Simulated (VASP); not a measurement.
# BN (P6_3mc) in VASP: single point with r2SCAN

Aim: the single point of BN with r2SCAN.

Everything below comes from runs of VASP 6.6.1. Logs are shortened: lines on timing, memory, paths and dates and some standing lists are left out, and cuts for length are marked.

## 1. The cell of the first run

It takes space group P6_3mc (No. 186, hexagonal). The conventional cell has a = 2.544 Å, b = 2.544 Å, c = 4.166 Å, α = 90.00°, β = 90.00°, γ = 120.00°. B (site symmetry 3m) has 4 N at 1.56 Å within 2.1 Å. Within 2.1 Å of N (site symmetry 3m) lie 4 B at 1.56 Å.

## 2. Single point, r2SCAN (uniaxial z strain -1.0%)

POSCAR reads:

```
BN
1.0
    2.5439499996      0.0000000000      0.0000000000
   -1.2719749998      2.2031253256      0.0000000000
    0.0000000000      0.0000000000      4.1657371881
B N
2 2
Direct
    0.3333333333      0.6666666667      0.0002034650
    0.6666666667      0.3333333333      0.5002034650
    0.3333333333      0.6666666667      0.3747965350
    0.6666666667      0.3333333333      0.8747965350
```

INCAR.step1 reads:

```
PREC = Accurate
ENCUT = 1460
ISMEAR = 0
SIGMA = 0.01
LREAL = F
LASPH = T
NELM = 120
NBANDS = 16
GGA = PE
ALGO = Normal
EDIFF = 1E-5
LWAVE = T
LCHARG = F
GGA_COMPAT = F
```

INCAR.step2 reads:

```
PREC = Accurate
ENCUT = 1460
EDIFF = 1E-6
ISMEAR = 0
SIGMA = 0.01
LREAL = F
LASPH = T
NELM = 120
ALGO = Normal
ISIF = 2
LWAVE = F
LCHARG = T
METAGGA = R2SCAN
LMIXTAU = T
LELF = T
LVHAR = T
NBANDS = 16
ISTART = 1
GGA_COMPAT = F
```

KPOINTS reads:

```
regular mesh
0
Gamma
  12 12 6
```

Potentials or basis: VASP PAW PBE potentials, release 64 (B_h, N_h).

Launch:

```sh
cat potpaw_PBE.64/B_h/POTCAR potpaw_PBE.64/N_h/POTCAR > POTCAR
cp INCAR.step1 INCAR
mpirun -np 1 vasp_std > vasp.out
cp INCAR.step2 INCAR
mpirun -np 1 vasp_std > vasp.out
```

OUTCAR:

```text
PREC = Accurate
   ENCUT = 1460
   EDIFF = 1E-6
   ISMEAR = 0
   LREAL = F
   LASPH = T
   NELM = 120
   ISIF = 2
   METAGGA = R2SCAN
   ISTART = 1

 ion  position               nearest neighbor table
   1  0.333  0.667  0.000-
   2  0.667  0.333  0.500-
   3  0.333  0.667  0.375-
   4  0.667  0.333  0.875-

  LATTYP: Found a hexagonal cell.
 ALAT       =     2.5439499996
 C/A-ratio  =     1.6375074938

  Lattice vectors:

 A1 = (   2.5439499996,   0.0000000000,   0.0000000000)
 A2 = (  -1.2719749998,   2.2031253256,   0.0000000000)
 A3 = (   0.0000000000,   0.0000000000,   4.1657371881)

Analysis of symmetry for initial positions (statically):
=====================================================================
 Subroutine PRICEL returns:
 Original cell was already a primitive cell.

 Routine SETGRP: Setting up the symmetry group for a
 hexagonal supercell.

 Subroutine GETGRP returns: Found 12 space group operations
 (whereof  6 operations were pure point group operations)
 out of a pool of 24 trial point group operations.

The static configuration has the point symmetry C_3v.
 The point group associated with its full space group is C_6v.

Analysis of symmetry for dynamics (positions and initial velocities):
=====================================================================
 Subroutine PRICEL returns:
 Original cell was already a primitive cell.

 Routine SETGRP: Setting up the symmetry group for a
 hexagonal supercell.

 Subroutine GETGRP returns: Found 12 space group operations
 (whereof  6 operations were pure point group operations)
 out of a pool of 24 trial point group operations.

The dynamic configuration has the point symmetry C_3v.
 The point group associated with its full space group is C_6v.

 Subroutine INISYM returns: Found 12 space group operations
 (whereof  6 operations are pure point group operations),
 and found     1 'primitive' translations

----------------------------------------------------------------------------------------

                                     Primitive cell

  volume of cell :      23.3475

  direct lattice vectors                    reciprocal lattice vectors
     2.543950000  0.000000000  0.000000000     0.393089487  0.226950321  0.000000000
    -1.271975000  2.203125326  0.000000000     0.000000000  0.453900642  0.000000000
     0.000000000  0.000000000  4.165737188     0.000000000  0.000000000  0.240053550

  length of vectors
     2.543950000  2.543950000  4.165737188     0.453900642  0.453900642  0.240053550

  position of ions in fractional coordinates (direct lattice)
     0.333333333  0.666666667  0.000203465
     0.666666667  0.333333333  0.500203465
     0.333333333  0.666666667  0.374796535
     0.666666667  0.333333333  0.874796535

  ion indices of the primitive-cell ions
   primitive index   ion index
                 1           1
                 2           2
                 3           3
                 4           4

----------------------------------------------------------------------------------------

 KPOINTS: regular mesh

Automatic generation of k-mesh.
 Grid dimensions read from file:
 generate k-points for:   12   12    6

 Generating k-lattice:

  Cartesian coordinates                     Fractional coordinates (reciprocal lattice)
     0.032757457  0.018912527  0.000000000     0.083333333  0.000000000  0.000000000
     0.000000000  0.037825054  0.000000000     0.000000000  0.083333333  0.000000000
     0.000000000  0.000000000  0.040008925     0.000000000  0.000000000  0.166666667

  Length of vectors
     0.037825054  0.037825054  0.040008925

  Shift w.r.t. Gamma in fractional coordinates (k-lattice)
     0.000000000  0.000000000  0.000000000

 Subroutine IBZKPT returns following result:
 ===========================================

 Found     76 irreducible k-points:

 Following reciprocal coordinates:
            Coordinates               Weight
  0.000000  0.000000  0.000000      1.000000
  0.083333  0.000000  0.000000      6.000000
  0.166667  0.000000  0.000000      6.000000
  0.250000 -0.000000  0.000000      6.000000
  0.333333 -0.000000  0.000000      6.000000
  0.416667  0.000000  0.000000      6.000000
[... 16 lines left out ...]
  0.250000 -0.000000  0.166667     12.000000
  0.333333 -0.000000  0.166667     12.000000
 [... further k-points ...]
   k-points           NKPTS =     76   k-points in BZ     NKDIM =     76   number of bands    NBANDS=     16
   number of dos      NEDOS =    301   number of ions     NIONS =      4
   total plane-waves  NPLWV =  55296
   dimension x,y,z NGX =    32 NGY =   32 NGZ =   54
   dimension x,y,z NGXF=    64 NGYF=   64 NGZF=  108
   ions per type =               2   2
   NGX,Y,Z   is equivalent  to a cutoff of  20.91, 20.91, 21.55 a.u.
   NGXF,Y,Z  is equivalent  to a cutoff of  41.82, 41.82, 43.10 a.u.
 SYSTEM =  unknown system
   PREC   = accura    normal or accurate (medium, high low for compatibility)
   ISTART =      1    job   : 0-new  1-cont  2-samecut
   ICHARG =      0    charge: 1-file 2-atom 10-const
   ISPIN  =      1    spin polarized calculation?
   LNONCOLLINEAR =      F non collinear calculations
   LSORBIT =      F    spin-orbit coupling
   LASPH  =      T    aspherical Exc in radial PAW
   ENCUT  = 1460.0 eV 107.31 Ry   10.36 a.u.   7.93  7.93 12.98*2*pi/ulx,y,z
   NELM   =    120;   NELMIN=  2; NELMDL=  0     # of ELM steps
   EDIFF  = 0.1E-05   stopping-criterion for ELM
   LREAL  =      F    real-space projection
   EDIFFG = 0.1E-04   stopping-criterion for IOM
   NSW    =      0    number of steps for IOM
   IBRION =     -1    ionic relax: 0-MD 1-quasi-New 2-CG
   NFREE  =      0    steps in history (QN), initial steepest desc. (CG)
   ISIF   =      2    stress and relaxation
   ISYM   =      2    0-nonsym 1-usesym 2-fastsym
   POTIM  = 0.5000    time-step for ionic-motion
   TEBEG  =    0.0;   TEEND  =   0.0 temperature during run
   PSTRESS=    0.0 pullay stress
   NELECT =      16.0000    total number of electrons
   NUPDOWN=      -1.0000    fix difference up-down
   EMIN   =  10.00;   EMAX   =-10.00  energy-range for DOS
   EFERMI =   0.00;   METHOD = LEGACY
   ISMEAR =     0;   SIGMA  =   0.01  broadening in eV -4-tet -1-fermi 0-gaus
   EFERMI_NEDOS =   21; number of points for ismear=-14 and -15
   IALGO  =     38    algorithm
   IMIX   =      4    mixing-type and parameters
     AMIX     =   0.40;   BMIX     =  1.00
     AMIX_MAG =   1.60;   BMIX_MAG =  1.00
  volume/ion in A,a.u.               =       5.84        39.39
  Fermi-wavevector in a.u.,A,eV,Ry     =   1.443339  2.727515 28.344021  2.083227
  Thomas-Fermi vector in A             =   2.561758
   LORBIT       =      0    0 simple, 1 ext, 2 COOP (PROOUT), +10 PAW based schemes
   METAGGA = R2SCAN    functional components
   LHFCALC =     F    Hartree Fock is set to
   AEXX    =    0.0000 exact exchange contribution
   IVDW    =     0    specifies the selected vdW correction
   LEPSILON=     F    determine dielectric tensor
   LRPA    =     F    only Hartree local field effects (RPA)
 non-spin polarized calculation
 Gauss-broadening in eV      SIGMA  =   0.01
  energy-cutoff  :     1460.00
  volume of cell :       23.35
 maximum number of plane-waves:      2980
 NGX is ok and might be reduce to    32
   NGX = 15   NGY = 15   NGZ = 25

 number of electron      16.0000000 magnetization

 Free energy of the ion-electron system (eV)
  ---------------------------------------------------
  ext. energy  EPLUGINS =         0.00000000
  ---------------------------------------------------
  free energy    TOTEN  =       -38.32220162 eV

  energy without entropy =      -38.32220162  energy(sigma->0) =      -38.32220162

 E-fermi :   9.3609     XC(G=0): -13.8087

 val. band max:        9.2460013317   @ k =   0.0000   0.0000   0.0000
 cond. band min:      15.0049227875   @ k =   0.3333   0.3333   0.0000
 fundamental gap:      5.7589214558
 Fermi energy:         9.3608556630

 k-point     1 :       0.0000    0.0000    0.0000
  band No.  band energies     occupation
      1     -12.3500      2.00000
      2      -7.9703      2.00000
      3      -2.1442      2.00000
      4       6.9393      2.00000
      5       6.9393      2.00000
      6       9.0043      2.00000
[... 8 lines left out ...]
     15      22.1103      0.00000
     16      26.9609      0.00000

 k-point     2 :       0.0833    0.0000    0.0000
  band No.  band energies     occupation
      1     -12.1933      2.00000
      2      -7.8519      2.00000
      3      -1.9890      2.00000
      4       6.2159      2.00000
      5       6.6447      2.00000
      6       8.6400      2.00000
[... 8 lines left out ...]
     15      22.5864      0.00000
     16      26.6697      0.00000

 k-point     3 :       0.1667    0.0000    0.0000
  band No.  band energies     occupation
      1     -11.7284      2.00000
      2      -7.5144      2.00000
      3      -1.5298      2.00000
      4       4.4801      2.00000
      5       5.9527      2.00000
      6       7.1640      2.00000
[... 8 lines left out ...]
     15      23.8309      0.00000
     16      25.7867      0.00000

 k-point     4 :       0.2500   -0.0000    0.0000
  band No.  band energies     occupation
      1     -10.9742      2.00000
      2      -7.0265      2.00000
      3      -0.7885      2.00000
      4       2.4341      2.00000
      5       5.1772      2.00000
      6       5.3152      2.00000
[... 8 lines left out ...]
     15      25.4551      0.00000
     16      25.8840      0.00000
[... 324 lines left out ...]
 k-point    22 :       0.1667    0.0000    0.1667
  band No.  band energies     occupation
      1     -11.5553      2.00000
      2      -8.0632      2.00000
      3      -0.7041      2.00000
      4       4.6391      2.00000
      5       6.0952      2.00000
      6       6.6826      2.00000
[... 8 lines left out ...]
     15      23.4786      0.00000
     16      25.8640      0.00000

 k-point    23 :       0.2500   -0.0000    0.1667
  band No.  band energies     occupation
      1     -10.8067      2.00000
      2      -7.5120      2.00000
      3      -0.1286      2.00000
      4       2.6803      2.00000
      5       4.8382      2.00000
      6       5.3275      2.00000
[... 8 lines left out ...]
     15      25.0805      0.00000
     16      26.0340      0.00000

 k-point    24 :       0.3333   -0.0000    0.1667
  band No.  band energies     occupation
      1      -9.8202      2.00000
      2      -6.9319      2.00000
      3      -0.0239      2.00000
      4       1.5546      2.00000
      5       2.9832      2.00000
      6       4.6793      2.00000
[... 8 lines left out ...]
     15      26.6185      0.00000
     16      26.9450      0.00000

 [... further k-points ...]

------------------------ aborting loop because EDIFF is reached ----------------------------------------

  FORCE on cell =-STRESS in cart. coord.  units (eV):
  Direction    XX          YY          ZZ          XY          YZ          ZX
  --------------------------------------------------------------------------------------
  -------------------------------------------------------------------------------------
  Total        0.0101706      0.0101706      1.5344325      0.0000000     -0.0000000     -0.0000000
  in kB        0.6979421      0.6979421    105.2976622      0.0000000     -0.0000000     -0.0000000
  external PRESSURE =      35.5645155 kB  Pullay stress =       0.0000000 kB

 VOLUME and BASIS-vectors are now :
 -----------------------------------------------------------------------------
  energy-cutoff  :     1460.00
  volume of cell :       23.35
      direct lattice vectors                 reciprocal lattice vectors
     2.543950000  0.000000000  0.000000000     0.393089487  0.226950321  0.000000000
    -1.271975000  2.203125326  0.000000000     0.000000000  0.453900642  0.000000000
     0.000000000  0.000000000  4.165737188     0.000000000  0.000000000  0.240053550

 POSITION                                       TOTAL-FORCE (eV/Angst)
 -----------------------------------------------------------------------------------
     -0.00000      1.46875      0.00085         0.000000      0.000000      0.000853
      1.27197      0.73438      2.08372        -0.000000     -0.000000      0.000853
     -0.00000      1.46875      1.56130         0.000000      0.000000     -0.000853
      1.27197      0.73438      3.64417        -0.000000     -0.000000     -0.000853
 -----------------------------------------------------------------------------------
    total drift:                               -0.000000     -0.000000      0.007127

  FREE ENERGIE OF THE ION-ELECTRON SYSTEM (eV)
  ---------------------------------------------------
  free  energy   TOTEN  =       -38.3222016169 eV

  energy  without entropy=      -38.3222016169  energy(sigma->0) =      -38.32220162
```

It took 4.6 min on 1 thread of Intel Xeon Platinum 8259CL at 2.50GHz (Skylake/Cascade Lake), shared host; peak memory 0.3 GiB.

What came out:

```
Free energy            : -38.3222 eV
Pressure               : 3.6 GPa
Band gap on the k mesh : 5.76 eV (least direct gap 8.99 eV)
```

Levels at points of the mesh, in eV from the valence-band top:
| k point | band 4 | band 5 | band 6 | band 7 | band 8 | band 9 | band 10 | band 11 | band 12 | band 13 |
| --- | --- | --- | --- | --- | --- | --- | --- | --- | --- | --- |
| (0.00, 0.00, 0.00) | -2.31 | -2.31 | -0.24 | 0.00 | 0.00 | 9.05 | 9.05 | 9.73 | 10.14 | 11.61 |
| (0.50, 0.00, 0.00) | -8.12 | -7.28 | -5.29 | -4.60 | -2.17 | 7.24 | 8.72 | 11.38 | 12.30 | 14.28 |
| (0.00, 0.00, 0.50) | -5.91 | -1.28 | -1.28 | -1.28 | -1.28 | 10.21 | 10.21 | 10.70 | 10.70 | 10.70 |
| (0.50, 0.00, 0.50) | -10.50 | -3.98 | -3.98 | -3.70 | -3.70 | 7.28 | 7.28 | 10.86 | 10.86 | 15.44 |

Caveat: the cell differs from its parent crystal (uniaxial z strain -1.0%); the stress differs along the axes, from 0 to 11 GPa; the structure was generated, so it needn't be the stable form of BN; the PAW data sets were made with another functional, which shifts forces and pressure a little. A k mesh can miss the band edges.
